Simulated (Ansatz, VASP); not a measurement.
**Two plane-wave programs on TePt**

```
Te Pt
1.0
     4.27544    0.00000    0.00000
    -2.13772    3.70264    0.00000
     0.00000    0.00000    5.88168
Te Pt
2 2
Direct
  0.33333 0.66667 0.25000
  0.66667 0.33333 0.75000
  0.00000 0.00000 0.00000
  0.00000 0.00000 0.50000
```

Change from the starting cell: strain +0.040 along x and y, +0.080 along z, atoms carried along.

Alike in both runs: task single point; functional PBEsol; k mesh 12 × 12 × 10; occupations gaussian, width 0.15 eV; no spin polarisation.

```csv
,VASP,Ansatz
version,VASP 6.6.1,Ansatz 0.2.0
potentials or method,"VASP PAW PBE potentials, release 64 (Te, Pt), cutoff 520 eV","scalar-relativistic, plane waves, PAW"
valence electrons in the cell,32,68
```

```csv
,VASP,Ansatz,Ansatz less VASP
gap on the k mesh at the Fermi level (eV),none,none,-
pressure (GPa),-9.5,-9.4,+0.14
"traceless stress, the component that is largest in VASP (GPa)",-2.65,-2.65,0.000
```

VASP's potentials were made for PBE, not for PBEsol. A gap of «none» marks a metal or a gap that the smearing closes. The functional is the same, so the differences come from potentials, cutoffs and numerics. VASP's potentials hold 32 valence electrons a cell and Ansatz's 68, so a difference there can come from the potentials and not from the codes.

Spin-orbit coupling is off throughout.
